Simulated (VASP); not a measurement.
# Ta3Ga (Pm-3m) in VASP: notebook, part 2 of 2

VASP 6.6.1. The steps go on from the part before.

## 3. Single point, r2SCAN

This run uses another cell than the first one, of 17.25 Å³/atom, 1.044 times its volume.

POSCAR reads:

```
Ta3Ga
1.0
    4.1015323385      0.0000000000      0.0000000000
    0.0000000000      4.1015323385      0.0000000000
    0.0000000000      0.0000000000      4.1015323385
Ta Ga
3 1
Direct
    0.0000000000      0.5000000000      0.5000000000
    0.5000000000      0.0000000000      0.5000000000
    0.5000000000      0.5000000000      0.0000000000
    0.0000000000      0.0000000000      0.0000000000
```

INCAR.step1 reads:

```
SYSTEM = Ta3Ga
  PREC = Accurate
  ENCUT = 520
  ISMEAR = 0
  SIGMA = 0.1
  LREAL = .False.
  LASPH = .True.
  NELM = 80
  NBANDS = 31
  GGA = PE
  ALGO = Normal
  EDIFF = 1E-4
  LWAVE = .True.
  LCHARG = .False.
```

INCAR.step2 reads:

```
SYSTEM = Ta3Ga
  PREC = Accurate
  ENCUT = 520
  EDIFF = 1E-7
  ISMEAR = 0
  SIGMA = 0.1
  LREAL = .False.
  LASPH = .True.
  NELM = 80
  ALGO = Normal
  ISIF = 2
  LWAVE = .False.
  LCHARG = .False.
  METAGGA = R2SCAN
  LMIXTAU = .True.
  NBANDS = 31
  ISTART = 1
```

KPOINTS reads:

```
regular mesh
0
Gamma
  4 4 4
  0 0 0
```

Potentials or basis: VASP PAW PBE potentials, release 64 (Ta_pv, Ga_d).

The run is started by

```bash
cat potpaw_PBE.64/Ta_pv/POTCAR potpaw_PBE.64/Ga_d/POTCAR > POTCAR
cp INCAR.step1 INCAR
mpirun -np 1 vasp_std > vasp.out
cp INCAR.step2 INCAR
mpirun -np 1 vasp_std > vasp.out
```

OUTCAR:

```text
SYSTEM = Ta3Ga
   PREC = Accurate
   ENCUT = 520
   EDIFF = 1E-7
   ISMEAR = 0
   LREAL = .False.
   LASPH = .True.
   NELM = 80
   ISIF = 2
   METAGGA = R2SCAN
   ISTART = 1

 ion  position               nearest neighbor table
   1  0.000  0.500  0.500-   2 2.90   3 2.90   4 2.90   3 2.90   4 2.90   2 2.90   4 2.90   4 2.90
                             2 2.90   3 2.90   3 2.90   2 2.90
   2  0.500  0.000  0.500-   1 2.90   3 2.90   4 2.90   3 2.90   4 2.90   1 2.90   3 2.90   3 2.90
                             1 2.90   4 2.90   4 2.90   1 2.90
   3  0.500  0.500  0.000-   1 2.90   2 2.90   4 2.90   1 2.90   2 2.90   2 2.90   4 2.90   2 2.90
                             1 2.90   4 2.90   1 2.90   4 2.90
   4  0.000  0.000  0.000-   1 2.90   2 2.90   3 2.90   1 2.90   2 2.90   1 2.90   3 2.90   1 2.90
                             2 2.90   3 2.90   2 2.90   3 2.90

  LATTYP: Found a simple cubic cell.
 ALAT       =     4.1015323385

  Lattice vectors:

 A1 = (   4.1015323385,   0.0000000000,   0.0000000000)
 A2 = (   0.0000000000,   4.1015323385,   0.0000000000)
 A3 = (   0.0000000000,   0.0000000000,   4.1015323385)

Analysis of symmetry for initial positions (statically):
=====================================================================
 Subroutine PRICEL returns:
 Original cell was already a primitive cell.

 Routine SETGRP: Setting up the symmetry group for a
 simple cubic supercell.

 Subroutine GETGRP returns: Found 48 space group operations
 (whereof 48 operations were pure point group operations)
 out of a pool of 48 trial point group operations.

The static configuration has the point symmetry O_h .

Analysis of symmetry for dynamics (positions and initial velocities):
=====================================================================
 Subroutine PRICEL returns:
 Original cell was already a primitive cell.
[... 113 lines left out ...]
   EFERMI_NEDOS =   21; number of points for ismear=-14 and -15
   IALGO  =     38    algorithm
   IMIX   =      4    mixing-type and parameters
     AMIX     =   0.40;   BMIX     =  1.00
     AMIX_MAG =   1.60;   BMIX_MAG =  1.00
  volume/ion in A,a.u.               =      17.25       116.41
  Fermi-wavevector in a.u.,A,eV,Ry     =   1.430149  2.702590 27.828354  2.045326
  Thomas-Fermi vector in A             =   2.550026
   LORBIT       =      0    0 simple, 1 ext, 2 COOP (PROOUT), +10 PAW based schemes
   METAGGA = R2SCAN    functional components
   LHFCALC =     F    Hartree Fock is set to
   AEXX    =    0.0000 exact exchange contribution
   IVDW    =     0    specifies the selected vdW correction
   LEPSILON=     F    determine dielectric tensor
   LRPA    =     F    only Hartree local field effects (RPA)
 non-spin polarized calculation
 Gauss-broadening in eV      SIGMA  =   0.10
  energy-cutoff  :      520.00
  volume of cell :       69.00
 maximum number of plane-waves:      1877
 NGX is ok and might be reduce to    32
   NGX = 15   NGY = 15   NGZ = 15

 number of electron      46.0000011 magnetization

 Free energy of the ion-electron system (eV)
  ---------------------------------------------------
  ext. energy  EPLUGINS =         0.00000000
  ---------------------------------------------------
  free energy    TOTEN  =      -157.43837426 eV

  energy without entropy =     -157.41173567  energy(sigma->0) =     -157.42505496

 E-fermi :   6.1769     XC(G=0): -13.7228

 val. band max:        6.1492215976   @ k =   0.5000   0.0000   0.0000
 cond. band min:       6.2153251116   @ k =   0.5000   0.2500   0.0000
 fundamental gap:      0.0661035140
 Fermi energy:         6.1768870720

 k-point     1 :       0.0000    0.0000    0.0000
  band No.  band energies     occupation
      1     -29.6261      2.00000
      2     -29.6261      2.00000
      3     -29.6261      2.00000
      4     -29.1009      2.00000
      5     -29.1009      2.00000
      6     -29.1009      2.00000
[... 329 lines left out ...]
     30       9.6419      0.00000
     31      11.3266      0.00000

------------------------ aborting loop because EDIFF is reached ----------------------------------------

  FORCE on cell =-STRESS in cart. coord.  units (eV):
  Direction    XX          YY          ZZ          XY          YZ          ZX
  --------------------------------------------------------------------------------------
  -------------------------------------------------------------------------------------
  Total        0.2251431      0.2251431      0.2251431     -0.0000000      0.0000000      0.0000000
  in kB        5.2279421      5.2279421      5.2279421     -0.0000000      0.0000000      0.0000000
  external PRESSURE =       5.2279421 kB  Pullay stress =       0.0000000 kB

 VOLUME and BASIS-vectors are now :
 -----------------------------------------------------------------------------
  energy-cutoff  :      520.00
  volume of cell :       69.00
      direct lattice vectors                 reciprocal lattice vectors
     4.101532339  0.000000000  0.000000000     0.243811317  0.000000000  0.000000000
     0.000000000  4.101532339  0.000000000     0.000000000  0.243811317  0.000000000
     0.000000000  0.000000000  4.101532339     0.000000000  0.000000000  0.243811317

 POSITION                                       TOTAL-FORCE (eV/Angst)
 -----------------------------------------------------------------------------------
      0.00000      2.05077      2.05077         0.000000      0.000000      0.000000
      2.05077      0.00000      2.05077         0.000000      0.000000      0.000000
      2.05077      2.05077      0.00000         0.000000      0.000000      0.000000
      0.00000      0.00000      0.00000         0.000000      0.000000      0.000000
 -----------------------------------------------------------------------------------
    total drift:                                0.000000     -0.000000     -0.000000

  FREE ENERGIE OF THE ION-ELECTRON SYSTEM (eV)
  ---------------------------------------------------
  free  energy   TOTEN  =      -157.4383742624 eV

  energy  without entropy=     -157.4117356675  energy(sigma->0) =     -157.42505496
```

Wall time 48 s (1 thread of Intel Xeon Platinum 8488C (Sapphire Rapids), shared host); peak memory 0.19 GiB.

What came out:

- Free energy: -157.4384 eV
- Pressure: 0.5 GPa
- Band gap on the k mesh: zero (band 23 reaches 6.62 eV, above the bottom of band 24 at 5.88 eV)

Levels at points of the mesh, in eV from the Fermi level:
| k point | band 18 | band 19 | band 20 | band 21 | band 22 | band 23 | band 24 | band 25 | band 26 | band 27 |
| --- | --- | --- | --- | --- | --- | --- | --- | --- | --- | --- |
| (0.00, 0.00, 0.00) | -3.32 | -2.85 | -2.85 | -2.85 | 0.44 | 0.44 | 0.44 | 2.42 | 2.42 | 2.42 |
| (0.50, 0.00, 0.00) | -2.66 | -2.66 | -2.26 | -1.13 | -0.03 | -0.03 | 0.53 | 1.01 | 1.52 | 2.29 |
| (0.50, 0.50, 0.00) | -3.13 | -2.65 | -1.45 | -1.45 | -1.41 | 0.16 | 0.16 | 1.33 | 1.90 | 1.96 |
| (0.50, 0.50, 0.50) | -4.13 | -1.80 | -1.80 | -1.80 | 0.11 | 0.11 | 0.11 | 0.98 | 2.15 | 2.15 |

Caveat: the k points lie up to 0.38 Å⁻¹ apart; the PAW data sets were made with another functional, which shifts forces and pressure a little; spin-orbit coupling is left out, which moves the levels of the heavy elements.
